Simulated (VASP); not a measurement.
Crystal: SiNi3.

```
CELL_PARAMETERS angstrom
3.54200 0.00000 0.00000
0.00000 3.54200 0.00000
0.00000 0.00000 3.54200
ATOMIC_POSITIONS crystal
Ni 0.50000 0.50000 0.00000
Ni 0.50000 0.00000 0.50000
Ni 0.00000 0.50000 0.50000
Si 0.00000 0.00000 0.00000
```

```yaml
Program: VASP 6.6.1
Task: relaxation of cell and atoms
Functional: BLYP
Potentials_or_basis: VASP PAW PBE potentials, release 64 (Ni, Si)
Cutoff: 600 eV
k_mesh: 8 × 8 × 8
Occupations: fermi-dirac, width 0.05 eV
Spin: collinear spin, ferromagnetic start
Starting_moments: "[1.0, 1.0, 1.0, 0.0] μB"
```

At the start: pressure 3.8 GPa; volume 11.11 Å³/atom.

Q: How do energy, volume and symmetry change on relaxing?

A: Over 3 steps the energy falls by 2.6 meV/atom and the volume is 11.34 Å³/atom (+2.0 %); space group Pm-3m (No. 221, to 0.1 Å) before and after; moment 0.00 μB per cell.

Step by step:
```csv
step,energy change (eV),largest force (eV/Å),pressure (GPa),volume (Å³)
1,0.0000,0.0000,3.75,44.44
2,-0.0031,0.0000,-2.93,46.13
3,-0.0104,0.0000,-0.02,45.35
```

Final structure:
```xyz
4
Lattice="3.5660 0.0000 0.0000 0.0000 3.5660 0.0000 0.0000 0.0000 3.5660" Properties=species:S:1:pos:R:3 pbc="T T T"
Ni    1.7830    1.7830    0.0000
Ni    1.7830    0.0000    1.7830
Ni    0.0000    1.7830    1.7830
Si    0.0000    0.0000    0.0000
```

Caveat: the moments typed at the start vanished in this run; the PAW data sets were made with another functional, which shifts forces and pressure a little.
